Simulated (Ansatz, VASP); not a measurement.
## One calculation of KBr, two programs

```xyz
2
Lattice="0.0000 3.4242 3.4242 3.4242 0.0000 3.4242 3.4242 3.4242 0.0000" Properties=species:S:1:pos:R:3 pbc="T T T"
K     0.0000    0.0000    0.0000
Br    3.4242    3.4242    3.4242
```

Change from the starting cell: strain +0.040 along x and y, +0.040 along z, atoms carried along.

Alike in both runs: task single point; functional PBE; k mesh 6 × 6 × 6; occupations gaussian, width 0.05 eV; no spin polarisation.

|  | VASP | Ansatz |
| --- | --- | --- |
| version | VASP 6.6.1 | Ansatz 0.2.0 |
| potentials or method | VASP PAW PBE potentials, release 64 (K_sv, Br), cutoff 520 eV | scalar-relativistic, plane waves, PAW |
| valence electrons in the cell | 16 | 16 |

VASP gave:

```
gap on the k mesh at the Fermi level (eV) : 4.15
least direct gap on the mesh (eV)         : 4.15
pressure (GPa)                            : -0.7
```

Problem. Which values does Ansatz return?

Solution. gap on the k mesh at the Fermi level (eV): 4.16; least direct gap on the mesh (eV): 4.16; pressure (GPa): -0.7.

The functional is the same, so the differences come from potentials, cutoffs and numerics.
